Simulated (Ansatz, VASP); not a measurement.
One calculation of TiB, two programs

```
CELL_PARAMETERS angstrom
0.00000 2.10100 2.03797
2.10100 0.00000 2.03797
2.10100 2.10100 0.00000
ATOMIC_POSITIONS crystal
Ti 0.75000 0.75000 0.75000
B 0.00000 0.00000 0.00000
```

Change from the starting cell: strain -0.0300 x Voigt [0, 0, 1, 0, 0, 0], atoms carried along.

Alike in both runs: task single point; functional PBEsol; k mesh 20 × 20 × 20; occupations gaussian, width 0.15 eV; no spin polarisation.

|  | VASP | Ansatz |
| --- | --- | --- |
| version | VASP 6.6.1 | Ansatz 0.2.0 |
| potentials or method | VASP PAW PBE potentials, release 64 (Ti_sv, B), cutoff 520 eV | scalar-relativistic, plane waves, PAW |
| valence electrons in the cell | 15 | 15 |

VASP gave:

| Item | Value |
| --- | --- |
| gap on the k mesh at the Fermi level (eV) | none |
| pressure (GPa) | 125.5 |
| traceless stress, the component that is largest in VASP (GPa) | -5.29 |

Q: What did Ansatz give for the same quantities?

A: gap on the k mesh at the Fermi level (eV): none; pressure (GPa): 125.8; traceless stress, the component that is largest in VASP (GPa): -5.33.

VASP's potentials were made for PBE, not for PBEsol. A gap of «none» marks a metal or a gap that the smearing closes. Both programs put the cell under a high pressure, so it lies far from rest at this level. With one functional, cell and mesh, what is left measures potentials, basis and numerics.

Noted on VASP's run: the cell as given lies far from equilibrium.
